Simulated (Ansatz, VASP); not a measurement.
**One calculation of I, two programs**

```
I
1.0
     3.63503   -2.39502    0.00000
     3.63503    2.39502    0.00000
     0.00000    0.00000    9.79344
I
4
Direct
  0.64930 0.35070 0.38440
  0.14930 0.85070 0.11560
  0.35070 0.64930 0.61560
  0.85070 0.14930 0.88440
```

Alike in both runs: task relaxation of cell and atoms; functional PBE; dispersion D3(BJ); k mesh 7 × 7 × 3; occupations fermi-dirac, width 0.05 eV; no spin polarisation.

|  | VASP | Ansatz |
| --- | --- | --- |
| version | VASP 6.6.1 | Ansatz 0.2.0 |
| potentials or method | VASP PAW PBE potentials, release 64 (I) | Ansatz PAW |
| plane-wave cutoff (eV) | 600 | 420 |
| valence electrons in the cell | 28 | 68 |

```tsv
	VASP	Ansatz	Ansatz less VASP
relaxed volume (Å³/atom)	39.82	39.68	-0.142
relaxed length of the cell vector where the two differ most in proportion (Å)	4.310	4.301	-0.0088
```

VASP's potentials hold 28 valence electrons a cell and Ansatz's 68, so a difference there can come from the potentials and not from the codes.

Neither program's run includes spin-orbit coupling. Noted on Ansatz's run: odd divisions of the mesh miss points on the zone boundary, where band edges often lie, so the gap on the mesh can be too wide; the plane-wave basis is chosen anew once the cell has moved, so the energies of steps on either side of that aren't comparable.
